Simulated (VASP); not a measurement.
# Cs2Si3 (P-3m1) in VASP: single point with PBE

Aim: the single point of Cs2Si3 with PBE.

All numbers are computed with VASP 6.6.1; they aren't measurements. Logs are shortened: lines on timing, memory, paths and dates and some standing lists are left out, and cuts for length are marked.

### 1 The cell of the first run

It takes space group P-3m1 (No. 164, trigonal). Conventional cell: a = 3.922 Å, b = 3.922 Å, c = 12.689 Å, α = 90.00°, β = 90.00°, γ = 120.00°. Within 4.8 Å of Cs (site symmetry 3m) lie 7 Si at 3.67 to 3.86 Å and 6 Cs at 3.92 Å. Within 4.8 Å of Si (site symmetry -3m) lie 6 Cs at 3.67 Å and 6 Si at 3.92 Å. Si (site symmetry 3m) has 3 Si at 2.36 Å within 3.1 Å.

### 2 Single point, PBE

File INCAR:

```
SYSTEM = Cs2Si3
PREC     = Accurate       ! precision mode
ENCUT    = 520            ! plane-wave cutoff, eV
EDIFF    = 1E-6           ! SCF threshold, eV
ISMEAR   = 0              ! smearing method
SIGMA    = 0.1            ! smearing width, eV
LREAL    = .FALSE.        ! projectors in reciprocal space
LASPH    = .TRUE.         ! aspherical terms in the spheres
NELM     = 100            ! most SCF steps
ALGO     = Normal         ! electronic algorithm
ISIF     = 2              ! what is computed and relaxed
LWAVE    = .FALSE.        ! write WAVECAR
LCHARG   = .FALSE.        ! write CHGCAR
GGA      = PE             ! functional
NBANDS   = 23             ! bands
```

File KPOINTS:

```
Automatic mesh
0
G
  6 6 4
  0 0 0
```

File POSCAR:

```
Cs2Si3
1.0
    3.9219847140      0.0000000000      0.0000000000
   -1.9609923570      3.3965383956      0.0000000000
    0.0000000000      0.0000000000     12.6888576578
Cs Si
2 3
Direct
    0.3333333333      0.6666666667      0.2274091426
    0.6666666667      0.3333333333      0.7725908574
    0.0000000000      0.0000000000      0.0000000000
    0.3333333333      0.6666666667      0.5264359200
    0.6666666667      0.3333333333      0.4735640800
```

Potentials or basis: VASP PAW PBE potentials, release 64 (Cs_sv, Si).

Run with:

```console
$ cat potpaw_PBE.64/Cs_sv/POTCAR potpaw_PBE.64/Si/POTCAR > POTCAR
$ mpirun -np 1 vasp_std > vasp.out
```

OUTCAR:

```text
SYSTEM = Cs2Si3
   PREC = Accurate
   ENCUT = 520
   EDIFF = 1E-6
   ISMEAR = 0
   LREAL = .FALSE.
   LASPH = .TRUE.
   NELM = 100
   ISIF = 2
   GGA = PE

 ion  position               nearest neighbor table
   1  0.333  0.667  0.227-
   2  0.667  0.333  0.773-
   3  0.000  0.000  0.000-
   4  0.333  0.667  0.526-   5 2.36   5 2.36   5 2.36
   5  0.667  0.333  0.474-   4 2.36   4 2.36   4 2.36

  LATTYP: Found a hexagonal cell.
 ALAT       =     3.9219847140
 C/A-ratio  =     3.2353154291

  Lattice vectors:

 A1 = (   3.9219847140,   0.0000000000,   0.0000000000)
 A2 = (  -1.9609923570,   3.3965383956,   0.0000000000)
 A3 = (   0.0000000000,   0.0000000000,  12.6888576578)

Analysis of symmetry for initial positions (statically):
=====================================================================
 Subroutine PRICEL returns:
 Original cell was already a primitive cell.

 Routine SETGRP: Setting up the symmetry group for a
 hexagonal supercell.

 Subroutine GETGRP returns: Found 12 space group operations
 (whereof 12 operations were pure point group operations)
 out of a pool of 24 trial point group operations.

The static configuration has the point symmetry D_3d.

Analysis of symmetry for dynamics (positions and initial velocities):
=====================================================================
 Subroutine PRICEL returns:
 Original cell was already a primitive cell.

 Routine SETGRP: Setting up the symmetry group for a
 hexagonal supercell.

 Subroutine GETGRP returns: Found 12 space group operations
 (whereof 12 operations were pure point group operations)
 out of a pool of 24 trial point group operations.

The dynamic configuration has the point symmetry D_3d.

 Subroutine INISYM returns: Found 12 space group operations
 (whereof 12 operations are pure point group operations),
 and found     1 'primitive' translations

----------------------------------------------------------------------------------------

                                     Primitive cell

  volume of cell :     169.0305

  direct lattice vectors                    reciprocal lattice vectors
     3.921984714  0.000000000  0.000000000     0.254972947  0.147208699  0.000000000
    -1.960992357  3.396538396  0.000000000     0.000000000  0.294417399  0.000000000
     0.000000000  0.000000000 12.688857658     0.000000000  0.000000000  0.078809301

  length of vectors
     3.921984714  3.921984714 12.688857658     0.294417399  0.294417399  0.078809301

  position of ions in fractional coordinates (direct lattice)
     0.333333333  0.666666667  0.227409143
     0.666666667  0.333333333  0.772590857
     0.000000000  0.000000000  0.000000000
     0.333333333  0.666666667  0.526435920
     0.666666667  0.333333333  0.473564080

  ion indices of the primitive-cell ions
   primitive index   ion index
                 1           1
                 2           2
                 3           3
                 4           4
                 5           5

----------------------------------------------------------------------------------------

 KPOINTS: Automatic mesh

Automatic generation of k-mesh.
 Grid dimensions read from file:
 generate k-points for:    6    6    4

 Generating k-lattice:

  Cartesian coordinates                     Fractional coordinates (reciprocal lattice)
     0.042495491  0.024534783  0.000000000     0.166666667 -0.000000000  0.000000000
     0.000000000  0.049069566  0.000000000     0.000000000  0.166666667  0.000000000
     0.000000000  0.000000000  0.019702325     0.000000000  0.000000000  0.250000000

  Length of vectors
     0.049069566  0.049069566  0.019702325

  Shift w.r.t. Gamma in fractional coordinates (k-lattice)
     0.000000000  0.000000000  0.000000000

 Subroutine IBZKPT returns following result:
 ===========================================

 Found     24 irreducible k-points:

 Following reciprocal coordinates:
            Coordinates               Weight
  0.000000  0.000000  0.000000      1.000000
  0.166667  0.000000  0.000000      6.000000
  0.333333 -0.000000  0.000000      6.000000
  0.500000 -0.000000  0.000000      3.000000
  0.166667  0.166667  0.000000      6.000000
  0.333333  0.166667  0.000000     12.000000
[... 16 lines left out ...]
  0.333333  0.166667  0.500000     12.000000
  0.333333  0.333333  0.500000      2.000000
   k-points           NKPTS =     24   k-points in BZ     NKDIM =     24   number of bands    NBANDS=     23
   number of dos      NEDOS =    301   number of ions     NIONS =      5
   total plane-waves  NPLWV =  86400
   dimension x,y,z NGX =    30 NGY =   30 NGZ =   96
   dimension x,y,z NGXF=    60 NGYF=   60 NGZF=  192
   ions per type =               2   3
   NGX,Y,Z   is equivalent  to a cutoff of  12.72, 12.72, 12.58 a.u.
   NGXF,Y,Z  is equivalent  to a cutoff of  25.43, 25.43, 25.16 a.u.
 SYSTEM =  Cs2Si3
   PREC   = accura    normal or accurate (medium, high low for compatibility)
   ISTART =      0    job   : 0-new  1-cont  2-samecut
   ICHARG =      2    charge: 1-file 2-atom 10-const
   ISPIN  =      1    spin polarized calculation?
   LNONCOLLINEAR =      F non collinear calculations
   LSORBIT =      F    spin-orbit coupling
   LASPH  =      T    aspherical Exc in radial PAW
   ENCUT  =  520.0 eV  38.22 Ry    6.18 a.u.   7.29  7.29 23.59*2*pi/ulx,y,z
   NELM   =    100;   NELMIN=  2; NELMDL= -5     # of ELM steps
   EDIFF  = 0.1E-05   stopping-criterion for ELM
   LREAL  =      F    real-space projection
   EDIFFG = 0.1E-04   stopping-criterion for IOM
   NSW    =      0    number of steps for IOM
   IBRION =     -1    ionic relax: 0-MD 1-quasi-New 2-CG
   NFREE  =      0    steps in history (QN), initial steepest desc. (CG)
   ISIF   =      2    stress and relaxation
   ISYM   =      2    0-nonsym 1-usesym 2-fastsym
   POTIM  = 0.5000    time-step for ionic-motion
   TEBEG  =    0.0;   TEEND  =   0.0 temperature during run
   PSTRESS=    0.0 pullay stress
   NELECT =      30.0000    total number of electrons
   NUPDOWN=      -1.0000    fix difference up-down
   EMIN   =  10.00;   EMAX   =-10.00  energy-range for DOS
   EFERMI =   0.00;   METHOD = LEGACY
   ISMEAR =     0;   SIGMA  =   0.10  broadening in eV -4-tet -1-fermi 0-gaus
   EFERMI_NEDOS =   21; number of points for ismear=-14 and -15
   IALGO  =     38    algorithm
   IMIX   =      4    mixing-type and parameters
     AMIX     =   0.40;   BMIX     =  1.00
     AMIX_MAG =   1.60;   BMIX_MAG =  1.00
  volume/ion in A,a.u.               =      33.81       228.13
  Fermi-wavevector in a.u.,A,eV,Ry     =   0.920012  1.738571 11.516277  0.846422
  Thomas-Fermi vector in A             =   2.045270
   LORBIT       =      0    0 simple, 1 ext, 2 COOP (PROOUT), +10 PAW based schemes
   GGA     = PE    functional components
   LHFCALC =     F    Hartree Fock is set to
   AEXX    =    0.0000 exact exchange contribution
   IVDW    =     0    specifies the selected vdW correction
   LEPSILON=     F    determine dielectric tensor
   LRPA    =     F    only Hartree local field effects (RPA)
 non-spin polarized calculation
 Gauss-broadening in eV      SIGMA  =   0.10
  energy-cutoff  :      520.00
  volume of cell :      169.03
 maximum number of plane-waves:      4613
 NGX is ok and might be reduce to    30
   NGX = 15   NGY = 15   NGZ = 47

 number of electron      30.0000002 magnetization

 Free energy of the ion-electron system (eV)
  ---------------------------------------------------
  ext. energy  EPLUGINS =         0.00000000
  ---------------------------------------------------
  free energy    TOTEN  =       -15.66767895 eV

  energy without entropy =      -15.64833538  energy(sigma->0) =      -15.65800717

 E-fermi :   3.4121     XC(G=0):  -8.4237

 val. band max:        3.4072299530   @ k =   0.1667   0.1667   0.5000
 cond. band min:       3.4740687624   @ k =   0.3333   0.1667   0.0000
 fundamental gap:      0.0668388093
 Fermi energy:         3.4121082012

 k-point     1 :       0.0000    0.0000    0.0000
  band No.  band energies     occupation
      1     -19.5635      2.00000
      2     -19.5622      2.00000
      3      -7.6704      2.00000
      4      -6.4300      2.00000
      5      -6.3028      2.00000
      6      -5.5985      2.00000
[... 15 lines left out ...]
     22       6.2338      0.00000
     23       7.4931      0.00000

 k-point     2 :       0.1667    0.0000    0.0000
  band No.  band energies     occupation
      1     -19.5051      2.00000
      2     -19.5040      2.00000
      3      -7.3874      2.00000
      4      -6.3307      2.00000
      5      -6.2333      2.00000
      6      -6.0970      2.00000
[... 15 lines left out ...]
     22       6.8930      0.00000
     23       7.1726      0.00000

 k-point     3 :       0.3333   -0.0000    0.0000
  band No.  band energies     occupation
      1     -19.3842      2.00000
      2     -19.3835      2.00000
      3      -6.9848      2.00000
      4      -6.9447      2.00000
      5      -6.6184      2.00000
      6      -6.1226      2.00000
[... 15 lines left out ...]
     22       7.6521      0.00000
     23       7.9881      0.00000
[... 495 lines left out ...]
 k-point    23 :       0.3333    0.1667    0.5000
  band No.  band energies     occupation
      1     -19.3216      2.00000
      2     -19.3214      2.00000
      3      -7.1390      2.00000
      4      -7.1230      2.00000
      5      -6.2766      2.00000
      6      -6.2631      2.00000
[... 15 lines left out ...]
     22       7.0748      0.00000
     23       7.5119      0.00000

 k-point    24 :       0.3333    0.3333    0.5000
  band No.  band energies     occupation
      1     -19.2900      2.00000
      2     -19.2900      2.00000
      3      -6.8653      2.00000
      4      -6.8450      2.00000
      5      -6.8450      2.00000
      6      -6.8421      2.00000
[... 15 lines left out ...]
     22       7.5043      0.00000
     23       7.5398      0.00000

------------------------ aborting loop because EDIFF is reached ----------------------------------------

  FORCE on cell =-STRESS in cart. coord.  units (eV):
  Direction    XX          YY          ZZ          XY          YZ          ZX
  --------------------------------------------------------------------------------------
  -------------------------------------------------------------------------------------
  Total        0.0238370      0.0238370      0.0657677      0.0000000      0.0000000     -0.0000000
  in kB        0.2259417      0.2259417      0.6233877      0.0000000      0.0000000     -0.0000000
  external PRESSURE =       0.3584237 kB  Pullay stress =       0.0000000 kB

 VOLUME and BASIS-vectors are now :
 -----------------------------------------------------------------------------
  energy-cutoff  :      520.00
  volume of cell :      169.03
      direct lattice vectors                 reciprocal lattice vectors
     3.921984714  0.000000000  0.000000000     0.254972947  0.147208699  0.000000000
    -1.960992357  3.396538396  0.000000000     0.000000000  0.294417399  0.000000000
     0.000000000  0.000000000 12.688857658     0.000000000  0.000000000  0.078809301

 POSITION                                       TOTAL-FORCE (eV/Angst)
 -----------------------------------------------------------------------------------
     -0.00000      2.26436      2.88556         0.000000     -0.000000      0.003724
      1.96099      1.13218      9.80330        -0.000000      0.000000     -0.003724
      0.00000      0.00000      0.00000         0.000000     -0.000000     -0.000000
     -0.00000      2.26436      6.67987         0.000000     -0.000000     -0.016354
      1.96099      1.13218      6.00899        -0.000000      0.000000      0.016354
 -----------------------------------------------------------------------------------
    total drift:                                0.000000      0.000000     -0.000000

  FREE ENERGIE OF THE ION-ELECTRON SYSTEM (eV)
  ---------------------------------------------------
  free  energy   TOTEN  =       -15.6676789536 eV

  energy  without entropy=      -15.6483353823  energy(sigma->0) =      -15.65800717
```

Wall time 56 s (1 thread of AMD EPYC 9R45 (Zen 5), shared host); peak memory 0.27 GiB.

What came out:

| Property | Result |
| --- | --- |
| Free energy | -15.6677 eV |
| Pressure | 0.0 GPa |
| Largest force | 0.016 eV/Å |
| Band gap on the k mesh | zero (band 15 reaches 4.31 eV, above the bottom of band 16 at 2.66 eV) |

Forces on the atoms (eV/Å):
```
Cs   0.000  0.000  0.004
Cs   0.000  0.000 -0.004
Si   0.000  0.000  0.000
Si   0.000  0.000 -0.016
Si   0.000  0.000  0.016
```

Levels at points of the mesh, in eV from the Fermi level:
```csv
k point,band 12,band 13,band 14,band 15,band 16,band 17,band 18,band 19
"(0.00, 0.00, 0.00)",-1.06,-1.06,-0.76,0.27,1.16,2.11,2.52,2.52
"(0.50, 0.00, 0.00)",-2.45,-1.85,-1.65,-0.81,0.08,0.67,1.52,1.56
"(0.00, 0.00, 0.50)",-1.12,-1.06,-1.06,0.88,1.16,1.57,2.55,2.55
"(0.50, 0.00, 0.50)",-2.45,-1.99,-1.52,-0.66,-0.11,0.72,1.02,1.55
```

Caveat: spin-orbit coupling is left out, which moves the levels of the heavy elements.
